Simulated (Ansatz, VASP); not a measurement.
**Two plane-wave programs on Si3C**

The input INCAR:

```
PREC     = Accurate       # precision mode
ENCUT    = 520            # plane-wave cutoff, eV
EDIFF    = 1E-6           # SCF threshold, eV
ISMEAR   = 0              # smearing method
SIGMA    = 0.1            # smearing width, eV
LREAL    = False          # projectors in reciprocal space
LASPH    = True           # aspherical terms in the spheres
NELM     = 100            # most SCF steps
ALGO     = Normal         # electronic algorithm
ISIF     = 2              # what is computed and relaxed
LWAVE    = False          # write WAVECAR
LCHARG   = False          # write CHGCAR
GGA      = PE             # functional
NBANDS   = 16             # bands
```

The input KPOINTS:

```
regular mesh
0
Gamma
  6 6 2
```

POSCAR

```
Si3C
1.0
    2.7723150700      0.0000000000      0.0000000000
   -1.3861575400      2.4008952800      0.0000000000
    0.0000000000      0.0000000000      8.7743206900
Si C
3 1
Direct
    0.3333333300      0.6666666700      0.7500000000
    0.3333333300      0.6666666700      0.2500000000
    0.6666666700      0.3333333300      0.0000000000
    0.6666666700      0.3333333300      0.5000000000
```

Input for Ansatz:

```yaml
crystal:
  lattice:
    - [2.77231507, 0.0, 0.0]
    - [-1.38615754, 2.40089528, 0.0]
    - [0.0, 0.0, 8.77432069]
  atoms:
    - { symbol: Si, position: [0.33333333, 0.66666667, 0.75] }
    - { symbol: Si, position: [0.33333333, 0.66666667, 0.25] }
    - { symbol: Si, position: [0.66666667, 0.33333333, 0.0] }
    - { symbol: C, position: [0.66666667, 0.33333333, 0.5] }
basis:
  ecutwfc: 420
kpoints:
  mp_grid: { grid: [6, 6, 2] }
hamiltonian:
  xc: pbe
scf:
  occupations: { method: gaussian, width: 0.1 }
  lower_state_search: "off"
output:
  forces: true
  stress: true
  eigenvalues: true
```

Alike in both runs: task single point; functional PBE; k mesh 6 × 6 × 2; occupations gaussian, width 0.1 eV; no spin polarisation.

```csv
,VASP,Ansatz
version,VASP 6.6.1,Ansatz 0.2.0
potentials or method,"VASP PAW PBE potentials, release 64 (Si, C), cutoff 520 eV","scalar-relativistic, plane waves, PAW"
valence electrons in the cell,16,16
```

Ansatz gave:

```
gap on the k mesh at the Fermi level (eV)                     : none
pressure (GPa)                                                : -12.4
traceless stress, the component that is largest in VASP (GPa) : -2.94
rms of the force components (eV/Å)                            : 0.666
```

Problem. Which values does VASP return?

Solution. gap on the k mesh at the Fermi level (eV): none; pressure (GPa): -12.4; traceless stress, the component that is largest in VASP (GPa): -2.92; rms of the force components (eV/Å): 0.665.

Atom by atom the forces differ by 0.001 eV/Å (rms over components). A gap of «none» marks a metal or a gap that the smearing closes.

The k mesh is coarse, so the values compare programs but aren't converged.
